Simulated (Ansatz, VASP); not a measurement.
**One calculation of BN, two programs**

File INCAR:

```
SYSTEM = BN
PREC = Accurate
ENCUT = 520
EDIFF = 1E-6
ISMEAR = -1
SIGMA = 0.02
LREAL = .FALSE.
LASPH = .TRUE.
NELM = 60
ALGO = Normal
ISIF = 2
LWAVE = .FALSE.
LCHARG = .TRUE.
GGA = PE
LELF = .TRUE.
LVHAR = .TRUE.
NBANDS = 16
```

The input KPOINTS:

```
Automatic mesh
0
G
  12 12 4
  0 0 0
```

File POSCAR:

```
BN
1.0
    2.5005826042      0.0000000000      0.0000000000
   -1.2502913021      2.2062807390      0.0000000000
    0.0000000000      0.0000000000      6.5236361402
B N
2 2
Direct
    0.3303402301      0.6606804603      0.2500000000
    0.6696597699      0.3393195397      0.7500000000
    0.3373801717      0.6747603434      0.7500000000
    0.6626198283      0.3252396566      0.2500000000
```

Input for Ansatz:

```yaml
crystal:
  lattice:
    - [2.5005826042, 0.0, 0.0]
    - [-1.2502913021, 2.206280739, 0.0]
    - [0.0, 0.0, 6.5236361402]
  atoms:
    - { symbol: B, position: [0.3303402301, 0.6606804603, 0.25] }
    - { symbol: B, position: [0.6696597699, 0.3393195397, 0.75] }
    - { symbol: "N", position: [0.3373801717, 0.6747603434, 0.75] }
    - { symbol: "N", position: [0.6626198283, 0.3252396566, 0.25] }
kpoints:
  mp_grid: { grid: [12, 12, 4] }
  band_path:
    path:
      - [0.0, 0.0, 0.0]
      - [0.5, 0.0, 0.0]
      - [0.3333333333, 0.3333333333, 0.0]
      - [0.0, 0.0, 0.5]
      - [0.5, 0.0, 0.5]
      - [0.3333333333, 0.3333333333, 0.5]
      - [0.403646, 0.296875, 0.0]
      - [0.0, 0.5, 0.0]
    npoints: 1
hamiltonian:
  xc: pbe
scf:
  occupations: { method: fermi_dirac, width: 0.02 }
  n_extra_bands: 5
output:
  forces: true
  stress: true
  eigenvalues: true
```

Change from the starting cell: uniaxial_y strain +1.9%.

Alike in both runs: task single point; functional PBE; k mesh 12 × 12 × 4; occupations fermi-dirac, width 0.02 eV; no spin polarisation.

|  | VASP | Ansatz |
| --- | --- | --- |
| version | VASP 6.6.1 | Ansatz 0.2.0 |
| potentials or method | VASP PAW PBE potentials, release 64 (B, N) | plane waves, PAW |
| plane-wave cutoff (eV) | 520 | 420 |
| valence electrons in the cell | 16 | 16 |

```csv
,VASP,Ansatz,Ansatz less VASP
gap on the k mesh at the Fermi level (eV),4.12,4.12,+0.006
pressure (GPa),-2.0,-2.1,-0.08
"traceless stress, the component that is largest in VASP (GPa)",-9.07,-9.15,-0.077
rms of the force components (eV/Å),0.009,0.008,-0.0006
```

Atom by atom the forces differ by 0.001 eV/Å (rms over components).
